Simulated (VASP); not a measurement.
Sc: single point with LDA

The system is Sc.

```
CELL_PARAMETERS angstrom
0.00000 3.13859 3.13859
3.13859 0.00000 3.13859
3.13859 3.13859 0.00000
ATOMIC_POSITIONS crystal
Sc 0.76250 0.91250 0.91250
Sc 0.23750 0.08750 0.08750
```

This cell differs from its parent crystal: shortest bond scaled by 0.7.

```json
{
  "Program": "VASP 6.6.1",
  "Task": "single point",
  "Functional": "LDA",
  "Potentials or basis": "VASP PAW LDA potentials, release 64 (Sc_sv)",
  "Cutoff": "520 eV",
  "k mesh": "8 × 8 × 8",
  "Occupations": "fermi-dirac, width 0.05 eV",
  "Spin": "no spin polarisation",
  "Dipole correction": "no",
  "Further INCAR settings": "ALGO = Normal; EDIFF = 1e-06; NBANDS = 18"
}
```

```json
{
  "Pressure": "5.0 GPa",
  "Largest force": "6.986 eV/Å",
  "Band gap on the k mesh": "zero (band 11 reaches 1.90 eV, above the bottom of band 12 at 1.30 eV)"
}
```

Forces in eV/Å, atoms in the order of the input:
```
Sc  -4.033  4.033  4.033
Sc   4.033 -4.033 -4.033
```

Stress tensor (GPa, compression positive):
```
  5.04 -13.88 -13.88
-13.88   5.04  13.88
-13.88  13.88   5.04
```

Levels at points of the mesh, in eV from the Fermi level:
```
           k point  band 9  band 10  band 11  band 12  band 13  band 14
(0.00, 0.00, 0.00)   -3.65     0.26     0.26     0.86     0.86     1.77
(0.50, 0.00, 0.00)   -1.93    -0.89    -0.28    -0.28     0.58     0.58
(0.00, 0.50, 0.00)   -1.19    -0.50    -0.39     0.26     1.10     1.45
(0.50, 0.50, 0.00)   -1.02    -0.55    -0.32     0.41     0.68     1.26
```

Wall time 98 s on 1 thread of Intel Xeon 8259CL, with other jobs on the host, peak memory 0.2 GiB.

Caveat: the cell differs from its parent crystal (shortest bond scaled by 0.7); forces of over 1 eV/Å act on the atoms, so gaps and moduli don't describe the material at rest.
